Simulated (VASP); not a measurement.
Runs of VASP 6.6.1 on Ba2SeS. The structure is that of space group R-3m (No. 166), or close to it. The cells are those of the table. 

```tsv
level	cell	gap on the mesh (eV)	pressure (GPa)	largest force (eV/Å)
PBE	a = 7.849 Å, angles 33.6°, 4 atoms	1.88	3.4	0.02
PBE	a = 8.012 Å, angles 33.6°, 4 atoms	1.99	0.5	-
PBE	a = 8.092 Å, angles 33.6°, 4 atoms	2.04	-0.6	0.01
PBE	a = 8.007 Å, angles 33.5°, 4 atoms	1.99	(d)	0.02
r2SCAN	a = 7.843 Å, angles 33.5°, 4 atoms	2.24	3.6	0.02
PBE	a = 8.170 Å, angles 33.6°, 4 atoms	(b)	(a)	0.02
PBE	a = 7.932 Å, angles 33.6°, 4 atoms	(c)	1.8	0.01
```

Alike in all rows: task single point; potentials or basis VASP PAW PBE potentials, release 64 (S, Se, Ba_sv); no spin polarisation; k mesh 6 × 6 × 6; cutoff (eV) 520; smearing gaussian 0.01 eV.

Question: Estimate the missing entries.

Answer: (a) -1.6; (b) 2.08; (c) 1.94; (d) 0.6.

Caveats: spin-orbit coupling is left out, which moves the levels of the heavy elements; the cell stands under pressure (at least some runs); the PAW data sets were made with another functional, which shifts forces and pressure a little (at least some runs).

A k mesh can miss the band edges, and the runs leave out spin-orbit coupling on Ba, Se.
